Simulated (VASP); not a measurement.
Here is a VASP 6.6.1 calculation.

INCAR

```
  PREC = Accurate
  ENCUT = 520
  EDIFF = 1E-7
  ISMEAR = 0
  SIGMA = 0.05
  LREAL = F
  LASPH = T
  NELM = 60
  ALGO = Normal
  ISIF = 2
  LWAVE = F
  LCHARG = F
  GGA = PS
  NBANDS = 22
```

KPOINTS

```
Automatic mesh
0
Gamma
  4 4 2
```

Contents of POSCAR:

```
F
1.0
    3.1059489193     -1.8433449950     -0.2395575752
    3.1059489193      1.8433449950     -0.2395575752
   -2.3180012773      0.0000000000      7.3748692280
F
4
Direct
    0.0848459664      0.0848459664      0.0940038325
    0.9151540336      0.9151540336      0.9059961675
    0.5015719855      0.5015719855      0.5937195244
    0.4984280145      0.4984280145      0.4062804756
```

Potentials or basis: VASP PAW PBE potentials, release 64 (F).

Run with:

```bash
$ cat potpaw_PBE.64/F/POTCAR > POTCAR
$ mpirun -np 1 vasp_std > vasp.out
```

Problem. What does it give for the pressure?

Solution. -2.5 GPa.

Problem. Estimate the largest force.

Solution. 1.031 eV/Å.

Problem. What does it give for the band gap on the k mesh?

Solution. 2.58 eV, indirect (least direct gap 2.64 eV).

Stress tensor (GPa, compression positive):
```
-1.32  0.00 -0.38
 0.00 -0.53  0.00
-0.38  0.00 -5.65
```

Caveat: the k points lie up to 0.51 Å⁻¹ apart; the PAW data sets were made with another functional, which shifts forces and pressure a little. A k mesh can miss the band edges.
